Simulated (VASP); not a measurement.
Wanted: the native input for a VASP 6.6.1 run.

```yaml
Task: single point
Functional: PBE
Potentials_or_basis: VASP PAW PBE potentials, release 64 (Pd)
Cutoff: 520 eV
k_mesh: 9 × 9 × 5
Occupations: fermi-dirac, width 0.0202 eV
Spin: non-collinear spin, typed start, spin-orbit coupling
Starting_moments: "[[0.0, 0.0, 1.0], [-0.0, -0.0, -1.0]] μB"
Dipole_correction: no
k_mesh_for_the_DOS: 14 × 14 × 8
Occupations_for_the_DOS: tetrahedron
Further_INCAR_settings: ALGO = Normal; EDIFF = 1e-06
```

Pd:

```
Pd
1.0
     1.38965    2.40694    0.00000
    -1.38965    2.40694    0.00000
     0.00000    0.00000    4.41994
Pd
2
Cartesian
  -0.0001 1.6047 1.1050
  -0.0001 3.2092 3.3150
```

This isn't the form of Pd at room conditions, which is fcc.

The input as run:

POSCAR

```
Pd
1.0
    1.3896490000      2.4069390000      0.0000000000
   -1.3896490000      2.4069390000      0.0000000000
    0.0000000000      0.0000000000      4.4199400000
Pd
2
Direct
    0.3333000000      0.3334000000      0.2500000000
    0.6666000000      0.6667000000      0.7500000000
```

INCAR.step1

```
PREC     = Accurate       # precision mode
ENCUT    = 520            # plane-wave cutoff, eV
EDIFF    = 1E-6           # SCF threshold, eV
ISMEAR   = -1             # smearing method
SIGMA    = 0.0202         # smearing width, eV
LREAL    = F              # projectors in reciprocal space
LASPH    = T              # aspherical terms in the spheres
NELM     = 150            # most SCF steps
ALGO     = Normal         # electronic algorithm
ISIF     = 2              # what is computed and relaxed
LWAVE    = F              # write WAVECAR
LCHARG   = T              # write CHGCAR
LNONCOLLINEAR= T              # non-collinear magnetism
MAGMOM   = 0 0 1 0 0 -1   # initial moments
LSORBIT  = T              # spin-orbit coupling
GGA_COMPAT= F            
LORBMOM  = T            
LMAXMIX  = 4              # l up to which the mixer works
GGA      = PE             # functional
NBANDS   = 32             # bands
```

KPOINTS.step1

```
regular mesh
0
Gamma
  9 9 5
```

INCAR.step2

```
PREC     = Accurate       # precision mode
ENCUT    = 520            # plane-wave cutoff, eV
EDIFF    = 1E-6           # SCF threshold, eV
ISMEAR   = -5             # smearing method
SIGMA    = 0.0202         # smearing width, eV
LREAL    = F              # projectors in reciprocal space
LASPH    = T              # aspherical terms in the spheres
NELM     = 150            # most SCF steps
ALGO     = Normal         # electronic algorithm
ISIF     = 2              # what is computed and relaxed
LWAVE    = F              # write WAVECAR
LCHARG   = F              # write CHGCAR
LNONCOLLINEAR= T              # non-collinear magnetism
MAGMOM   = 0 0 1 0 0 -1   # initial moments
LORBIT   = 11             # projections on sites
LSORBIT  = T              # spin-orbit coupling
GGA_COMPAT= F            
LORBMOM  = T            
LMAXMIX  = 4              # l up to which the mixer works
GGA      = PE             # functional
NEDOS    = 1001           # points of the DOS
ICHARG   = 11             # starting density
```

KPOINTS.step2

```
regular mesh
0
Gamma
  14 14 8
```

Potentials or basis: VASP PAW PBE potentials, release 64 (Pd).

Launch:

```sh
$ cat potpaw_PBE.64/Pd/POTCAR > POTCAR
$ cp INCAR.step1 INCAR
$ cp KPOINTS.step1 KPOINTS
$ mpirun -np 1 vasp_ncl > vasp.out
$ cp INCAR.step2 INCAR
$ cp KPOINTS.step2 KPOINTS
$ mpirun -np 1 vasp_ncl > vasp.out
```

Results of the run:

```
Net moment                                            : 0.00 μB per cell
Valence electrons inside the program's atomic spheres : Pd 9.44
```

Run time: 20 min on 1 thread of Intel Xeon 8259CL, on a shared host, peak memory 0.66 GiB.
